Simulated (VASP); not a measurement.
## Nb: single point with PBE

The system is Nb.

```
Nb
1.0
     2.77298    0.00000    0.00000
     0.00000    2.77298    0.00000
     0.00000    0.00000    2.77298
Nb
1
Direct
  0.50000 0.50000 0.50000
```

| Quantity | Value |
| --- | --- |
| Program | VASP 6.6.1 |
| Task | single point |
| Functional | PBE |
| Potentials or basis | VASP PAW PBE potentials, release 64 (Nb_sv) |
| Cutoff | 520 eV |
| k mesh | 10 × 10 × 10 |
| Occupations | fermi-dirac, width 0.05 eV |
| Spin | no spin polarisation |

```
Pressure : -6.2 GPa
```

Levels at points of the mesh, in eV from the Fermi level:
```tsv
k point	band 4	band 5	band 6	band 7	band 8	band 9	band 10	band 11
(0.00, 0.00, 0.00)	-30.05	-5.39	-2.49	-2.49	4.81	4.81	4.81	14.18
(0.50, 0.00, 0.00)	-29.94	-2.41	-1.67	0.51	1.86	1.86	5.11	9.03
(0.50, 0.50, 0.00)	-29.83	-3.62	-0.94	2.47	2.47	5.48	5.48	6.78
(0.50, 0.50, 0.50)	-30.93	-2.15	-2.15	-2.15	6.99	6.99	7.51	11.53
```

Run time: 5.7 s on 1 thread of Intel(R) Xeon(R) Platinum 8559C (Emerald Rapids) (shared host), peak memory 0.14 GiB.
